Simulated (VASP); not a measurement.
**NaF: single point with PBEsol**

Crystal: NaF.

```
Na F
1.0
     0.00000    2.20714    2.38138
     2.20714    0.00000    2.38138
     2.20714    2.20714    0.00000
Na F
1 1
Direct
  0.00000 0.00000 0.00000
  0.50000 0.50000 0.50000
```

This cell differs from its parent crystal: strain -0.050 along x and y, +0.025 along z.

| Quantity | Value |
| --- | --- |
| Program | VASP 6.6.1 |
| Task | single point |
| Functional | PBEsol |
| Potentials or basis | VASP PAW PBE potentials, release 64 (Na_pv, F) |
| Cutoff | 520 eV |
| k mesh | 8 × 8 × 8 |
| Occupations | gaussian, width 0.05 eV |
| Spin | no spin polarisation |

| Property | Result |
| --- | --- |
| Pressure | 4.7 GPa |
| Band gap on the k mesh | 6.52 eV, direct |

Stress tensor (GPa, compression positive):
```
 7.33  0.00  0.00
 0.00  7.33  0.00
 0.00  0.00 -0.70
```

Levels at points of the mesh, in eV from the valence-band top:
| k point | band 3 | band 4 | band 5 | band 6 | band 7 | band 8 | band 9 | band 10 | band 11 | band 12 |
| --- | --- | --- | --- | --- | --- | --- | --- | --- | --- | --- |
| (0.00, 0.00, 0.00) | -18.55 | -18.55 | -0.02 | 0.00 | 0.00 | 6.52 | 18.98 | 19.58 | 19.58 | 22.22 |
| (0.50, 0.00, 0.00) | -18.55 | -17.77 | -1.79 | -0.35 | -0.27 | 11.02 | 12.90 | 20.08 | 21.52 | 23.05 |
| (0.50, 0.50, 0.00) | -18.60 | -18.60 | -1.51 | -0.36 | -0.36 | 12.87 | 13.83 | 14.09 | 21.18 | 21.18 |
| (0.50, 0.00, 0.50) | -18.65 | -18.63 | -1.36 | -0.55 | -0.44 | 13.11 | 13.90 | 14.31 | 19.88 | 20.69 |

It took 7.4 s on 1 thread of Intel(R) Xeon(R) Platinum 8375C CPU @ 2.90GHz (Ice Lake) (shared host), peak memory 0.14 GiB.

Caveat: the cell differs from its parent crystal (strain -0.050 along x and y, +0.025 along z); the PAW data sets were made with another functional, which shifts forces and pressure a little.
